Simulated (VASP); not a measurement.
SbPb, 2 atoms in the cell. Symmetry: I4/mmm, No. 139, tetragonal system. Conventional cell: a = 4.505 Å, b = 4.505 Å, c = 5.880 Å, α = 90.00°, β = 90.00°, γ = 90.00°. Sb (site symmetry 4/mmm) has 6 Pb at 2.94 to 3.19 Å within 3.9 Å. Within 3.9 Å of Pb (site symmetry 4/mmm) lie 6 Sb at 2.94 to 3.19 Å. 

```yaml
Program: VASP 6.6.1
Task: single point
Functional: LDA
Potentials_or_basis: VASP PAW LDA potentials, release 64 (Sb, Pb_d)
Cutoff: 520 eV
k_mesh: 14 × 14 × 14
Occupations: gaussian, width 0.15 eV
Spin: no spin polarisation
Dipole_correction: no
Further_INCAR_settings: ALGO = Fast; EDIFF = 1e-06; NBANDS = 16
```

Potentials or basis: VASP PAW LDA potentials, release 64 (Sb, Pb_d).

Run with:

```bash
$ cat potpaw_LDA.64/Sb/POTCAR potpaw_LDA.64/Pb_d/POTCAR > POTCAR
$ mpirun -np 1 vasp_std > vasp.out
```

Hardware: 1 thread of Oxide Virtual Turin-like Processor (shared host).

Problem. How long does it take, and how much memory?

Solution. Run time: 6.2 min on 1 thread of Oxide Virtual Turin-like Processor, with other jobs on the host, peak memory 0.32 GiB. Counts: scf iterations 13, k points 244.
